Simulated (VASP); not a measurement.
Write the native input for VASP 6.6.1 that does the following.

| Property | Result |
| --- | --- |
| Task | relaxation of cell and atoms |
| Functional | PBE |
| Potentials or basis | VASP PAW PBE potentials, release 64 (Si, Sn_d) |
| Cutoff | 600 eV |
| k mesh | 10 × 10 × 10 |
| Occupations | gaussian, width 0.1 eV |
| Spin | no spin polarisation |
| Dipole correction | no |
| Further INCAR settings | ALGO = Normal; EDIFF = 1e-06; IBRION = 2; EDIFFG = -0.005; NSW = 100; ISIF = 3 |

The structure of Si3Sn lies in POSCAR:

```
Si3Sn
1.0
    4.1962577408      0.0000000000      0.0000000000
    0.0000000000      4.1962577408      0.0000000000
    0.0000000000      0.0000000000      4.1962577408
Si Sn
3 1
Direct
    0.0000000000      0.5000000000      0.5000000000
    0.5000000000      0.0000000000      0.5000000000
    0.5000000000      0.5000000000      0.0000000000
    0.0000000000      0.0000000000      0.0000000000
```

The input as run:

INCAR

```
SYSTEM = Si3Sn
PREC = Accurate ; ENCUT = 600
EDIFF = 1E-6 ; ISMEAR = 0
SIGMA = 0.1 ; LREAL = .False.
LASPH = .True. ; NELM = 60
ALGO = Normal ; ISIF = 3
LWAVE = .False. ; LCHARG = .False.
GGA = PE ; IBRION = 2
NSW = 100 ; EDIFFG = -0.005
```

KPOINTS

```
Automatic mesh
0
Gamma
  10 10 10
  0 0 0
```

Potentials or basis: VASP PAW PBE potentials, release 64 (Si, Sn_d).

Command:

```sh
$ cat potpaw_PBE.64/Si/POTCAR potpaw_PBE.64/Sn_d/POTCAR > POTCAR
$ mpirun -np 1 vasp_std > vasp.out
```

Results of the run:

```json
{"Relaxed volume": "18.45 Å³/atom", "Relaxed cell": "a = 4.195 Å, b = 4.195 Å, c = 4.195 Å, α = 90.00°, β = 90.00°, γ = 90.00°", "Space group after relaxing (to 0.05 Å)": "Pm-3m (No. 221)", "Energy gained by relaxing": "0.0 meV/atom", "Ionic steps": "2", "Pressure after relaxing": "0.0 GPa", "Band gap on the k mesh": "zero (band 13 reaches 10.87 eV, above the bottom of band 14 at 8.01 eV)"}
```

Caveat: spin-orbit coupling is left out, which moves the levels of the heavy elements.

It took 35 s on 1 thread of Intel(R) Xeon(R) 6975P-C (Granite Rapids) (shared host), peak memory 0.26 GiB.
